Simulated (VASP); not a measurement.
Write the native input for VASP 6.6.1 that does the following.

- Task: single point
- Functional: r2SCAN
- Potentials or basis: VASP PAW PBE potentials, release 64 (Cs_sv, Br)
- Cutoff: 550 eV
- k mesh: 6 × 6 × 6
- Occupations: gaussian, width 0.01 eV
- Spin: no spin polarisation
- Dipole correction: no
- Further INCAR settings: ALGO = Normal; EDIFF = 1e-06; NBANDS = 15

Crystal: CsBr.

```
Cs Br
1.0
     4.31960    0.00000    0.00000
     0.00000    4.31960    0.00000
     0.00000    0.00000    4.31960
Cs Br
1 1
Direct
  0.00000 0.00000 0.00000
  0.50000 0.50000 0.50000
```

These files were run (other wordings do the same):

POSCAR

```
CsBr
1.0
    4.3196005666      0.0000000000      0.0000000000
    0.0000000000      4.3196005666      0.0000000000
    0.0000000000      0.0000000000      4.3196005666
Cs Br
1 1
Direct
    0.0000000000      0.0000000000      0.0000000000
    0.5000000000      0.5000000000      0.5000000000
```

INCAR.step1

```
PREC = Accurate
ENCUT = 550
ISMEAR = 0
SIGMA = 0.01
LREAL = False
LASPH = True
NELM = 120
NBANDS = 15
GGA = PE
ALGO = Normal
EDIFF = 1E-5
LWAVE = True
LCHARG = False
GGA_COMPAT = False
```

INCAR.step2

```
PREC = Accurate
ENCUT = 550
EDIFF = 1E-6
ISMEAR = 0
SIGMA = 0.01
LREAL = False
LASPH = True
NELM = 120
ALGO = Normal
ISIF = 2
LWAVE = False
LCHARG = True
METAGGA = R2SCAN
LMIXTAU = True
LELF = True
LVHAR = True
NBANDS = 15
ISTART = 1
GGA_COMPAT = False
```

KPOINTS

```
regular mesh
0
Gamma
  6 6 6
```

Potentials or basis: VASP PAW PBE potentials, release 64 (Cs_sv, Br).

The run is started by

```sh
$ cat potpaw_PBE.64/Cs_sv/POTCAR potpaw_PBE.64/Br/POTCAR > POTCAR
$ cp INCAR.step1 INCAR
$ mpirun -np 1 vasp_std > vasp.out
$ cp INCAR.step2 INCAR
$ mpirun -np 1 vasp_std > vasp.out
```

Results of the run:

* Pressure: 0.1 GPa
* Band gap on the k mesh: 5.19 eV, indirect (the least direct gap lies 4.9 meV higher)

Caveat: the PAW data sets were made with another functional, which shifts forces and pressure a little; spin-orbit coupling is left out, which moves the levels of the heavy elements.

Wall time 71 s on 1 thread of Intel(R) Xeon(R) Platinum 8259CL CPU @ 2.50GHz (Skylake/Cascade Lake), on a shared host, peak memory 0.22 GiB.
